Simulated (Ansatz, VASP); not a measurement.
**Two plane-wave programs on MgS**

```
Mg S
1.0
     4.04877    0.00000    0.00000
    -2.02438    3.50634    0.00000
     0.00000    0.00000    6.48666
Mg S
2 2
Direct
  0.33333 0.66667 0.99713
  0.66667 0.33333 0.49713
  0.33333 0.66667 0.37787
  0.66667 0.33333 0.87787
```

Change from the starting cell: hydrostatic strain +0.5%.

Alike in both runs: task single point; functional r2SCAN; k mesh 12 × 12 × 4; no spin polarisation.

|  | VASP | Ansatz |
| --- | --- | --- |
| version | VASP 6.6.1 | Ansatz 0.2.0 |
| potentials or method | VASP PAW PBE potentials, release 64 (Mg, S) | plane waves, PAW |
| plane-wave cutoff (eV) | 520 | 500 |
| occupations | gaussian, width 0.01 eV | fixed |
| valence electrons in the cell | 16 | 32 |

```csv
,VASP,Ansatz,Ansatz less VASP
gap on the k mesh at the Fermi level (eV),4.06,4.07,+0.013
pressure (GPa),-1.1,-0.9,+0.28
```

VASP's potentials were made for PBE, not for r2SCAN. VASP's potentials hold 16 valence electrons a cell and Ansatz's 32, so a difference there can come from the potentials and not from the codes.
